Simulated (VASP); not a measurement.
Input of a VASP 6.6.1 run:

The input INCAR:

```
PREC = Accurate ; ENCUT = 520
EDIFF = 1E-6 ; ISMEAR = 0
SIGMA = 0.15 ; LREAL = F
LASPH = T ; NELM = 100
ALGO = Normal ; ISIF = 2
LWAVE = F ; LCHARG = T
GGA = PE ; LELF = T
LVHAR = T ; NBANDS = 16
```

KPOINTS

```
regular mesh
0
Gamma
  14 14 14
```

File POSCAR:

```
HgTe
1.0
    0.0000000000      2.8719565913      4.0609466201
    2.8719565913      0.0000000000      4.0609466201
    2.8719565913      2.8719565913      0.0000000000
Hg Te
1 1
Direct
    0.0000000000      0.0000000000      0.0000000000
    0.7500000000      0.7500000000      0.7500000000
```

Potentials or basis: VASP PAW PBE potentials, release 64 (Hg, Te).

The run is started by

```bash
$ cat potpaw_PBE.64/Hg/POTCAR potpaw_PBE.64/Te/POTCAR > POTCAR
$ mpirun -np 1 vasp_std > vasp.out
```

Question: Estimate the band gap on the k mesh.

Answer: Zero (band 9 reaches 3.53 eV, above the bottom of band 10 at 3.16 eV).

Question: Estimate the pressure.

Answer: 2.5 GPa.

Stress tensor (GPa, compression positive):
```
 4.92  0.00  0.00
 0.00  4.92  0.00
 0.00  0.00 -2.36
```

Caveat: spin-orbit coupling is left out, which moves the levels of the heavy elements.
